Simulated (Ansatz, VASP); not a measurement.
**Two plane-wave programs on NbC2**

```
CELL_PARAMETERS angstrom
3.75828 0.00000 0.00000
0.00000 3.75828 0.00000
0.00000 0.00000 3.59470
ATOMIC_POSITIONS crystal
Nb 0.50000 0.50000 0.42378
C 0.50000 0.00000 0.09097
C 0.00000 0.50000 0.09097
```

Alike in both runs: task relaxation of cell and atoms; functional PBE; k mesh 5 × 5 × 5; occupations gaussian, width 0.2 eV; no spin polarisation.

```csv
,VASP,Ansatz
version,VASP 6.6.1,Ansatz 0.2.0
potentials or method,"VASP PAW PBE potentials, release 64 (Nb_sv, C), cutoff 600 eV","scalar-relativistic, plane waves, PAW"
valence electrons in the cell,21,21
```

|  | VASP | Ansatz | Ansatz less VASP |
| --- | --- | --- | --- |
| gap on the k mesh at the Fermi level, each at its own relaxed structure (eV) | none | none | - |
| relaxed volume (Å³/atom) | 10.59 | 10.64 | +0.048 |
| relaxed cell length with the largest relative difference (Å) | 3.180 | 3.188 | +0.0080 |

A gap of «none» marks a metal or a gap that the smearing closes.

Noted on VASP's run: the volume moved by over 15 % at a fixed basis, so the end points are rough.
